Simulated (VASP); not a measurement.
Write the native input for VASP 6.6.1 that does the following.

```yaml
Task: single point
Functional: r2SCAN
Potentials_or_basis: VASP PAW PBE potentials, release 64 (Na_pv, I)
Cutoff: 520 eV
k_mesh: 6 × 6 × 6
Occupations: gaussian, width 0.02 eV
Spin: no spin polarisation
Dipole_correction: no
Further_INCAR_settings: ALGO = Normal; EDIFF = 1e-06; NBANDS = 14
```

The system is NaI.

```
CELL_PARAMETERS angstrom
0.00000 3.09851 3.09851
3.09851 0.00000 3.09851
3.09851 3.09851 0.00000
ATOMIC_POSITIONS crystal
Na 0.00000 0.00000 0.00000
I 0.50000 0.50000 0.50000
```

The input as run:

POSCAR

```
NaI
1.0
    0.0000000000      3.0985065780      3.0985065780
    3.0985065780      0.0000000000      3.0985065780
    3.0985065780      3.0985065780      0.0000000000
Na I
1 1
Direct
    0.0000000000      0.0000000000      0.0000000000
    0.5000000000      0.5000000000      0.5000000000
```

INCAR.step1

```
SYSTEM = NaI
ALGO = Normal
EDIFF = 1E-4
ENCUT = 520
GGA = PE
ISMEAR = 0
LASPH = .TRUE.
LCHARG = .FALSE.
LREAL = .FALSE.
LWAVE = .TRUE.
NBANDS = 14
NELM = 80
PREC = Accurate
SIGMA = 0.02
```

INCAR.step2

```
SYSTEM = NaI
ALGO = Normal
EDIFF = 1E-6
ENCUT = 520
ISIF = 2
ISMEAR = 0
ISTART = 1
LASPH = .TRUE.
LCHARG = .FALSE.
LMIXTAU = .TRUE.
LREAL = .FALSE.
LWAVE = .FALSE.
METAGGA = R2SCAN
NBANDS = 14
NELM = 80
PREC = Accurate
SIGMA = 0.02
```

KPOINTS

```
k-points
0
G
  6 6 6
  0 0 0
```

Potentials or basis: VASP PAW PBE potentials, release 64 (Na_pv, I).

Launch:

```sh
$ cat potpaw_PBE.64/Na_pv/POTCAR potpaw_PBE.64/I/POTCAR > POTCAR
$ cp INCAR.step1 INCAR
$ mpirun -np 1 vasp_std > vasp.out
$ cp INCAR.step2 INCAR
$ mpirun -np 1 vasp_std > vasp.out
```

It gave:

- Pressure: 2.8 GPa
- Band gap on the k mesh: 4.89 eV

Caveat: the PAW data sets were made with another functional, which shifts forces and pressure a little; spin-orbit coupling is left out, which moves the levels of the heavy elements.

It took 68 s on 1 thread of Intel Xeon 8259CL, with other jobs on the host, peak memory 0.21 GiB.
